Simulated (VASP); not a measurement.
A run of VASP 6.6.1 is set up as follows.

File INCAR:

```
SYSTEM = RbBr
PREC = Accurate ; ENCUT = 500
EDIFF = 1E-6 ; ISMEAR = -1
SIGMA = 0.02 ; LREAL = .False.
LASPH = .True. ; NELM = 120
ALGO = Normal ; ISIF = 2
LWAVE = .False. ; LCHARG = .True.
GGA = PE ; LELF = .True.
LVHAR = .True. ; NBANDS = 15
GGA_COMPAT = .False.
```

The input KPOINTS:

```
Automatic mesh
0
Gamma
  6 6 6
  0 0 0
```

POSCAR

```
RbBr
1.0
    4.1279266522      0.0000000000      0.0000000000
    0.0000000000      4.1279266522      0.0000000000
    0.0000000000      0.0000000000      4.0932520683
Rb Br
1 1
Direct
    0.0000000000      0.0000000000      0.0000000000
    0.5000000000      0.5000000000      0.5000000000
```

Potentials or basis: VASP PAW PBE potentials, release 64 (Rb_sv, Br).

Launch:

```console
$ cat potpaw_PBE.64/Rb_sv/POTCAR potpaw_PBE.64/Br/POTCAR > POTCAR
$ mpirun -np 1 vasp_std > vasp.out
```

(1) Estimate the band gap on the k mesh.

(2) Estimate the pressure.

Results:

(1) 4.08 eV (least direct gap 4.23 eV).

(2) 1.0 GPa.

Caveat: the cell differs from its parent crystal (uniaxial z strain -0.8%).
